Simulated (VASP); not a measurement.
The system is BaTe.

```
CELL_PARAMETERS angstrom
0.00000 3.53238 3.53238
3.43665 0.00000 3.53238
3.43665 3.53238 0.00000
ATOMIC_POSITIONS crystal
Ba 0.00000 0.00000 0.00000
Te 0.50000 0.50000 0.50000
```

This cell differs from its parent crystal: uniaxial x strain -2.7%.

Base run:

```yaml
Program: VASP 6.6.1
Functional: HSE06
Potentials_or_basis: VASP PAW PBE potentials, release 64 (Ba_sv, Te)
Cutoff: 520 eV
k_mesh: 4 × 4 × 4
Occupations: gaussian, width 0.01 eV
Spin: no spin polarisation
```

Its results: band gap on the k mesh 2.19 eV (least direct gap 2.62 eV); pressure 0.9 GPa.

Question: The run is repeated on the same cell with these changes: functional from HSE06 to PBE; further incar settings from ALGO = Normal; EDIFF = 1e-07; NBANDS = 15 to ALGO = Normal; EDIFF = 1e-06; NBANDS = 15. What comes out?

Answer: Band gap on the k mesh 1.46 eV (least direct gap 1.84 eV); pressure 1.3 GPa.

Caveats: spin-orbit coupling is left out, which moves the levels of the heavy elements; the PAW data sets were made with another functional, which shifts forces and pressure a little (at least some runs).

A k mesh can miss the band edges.
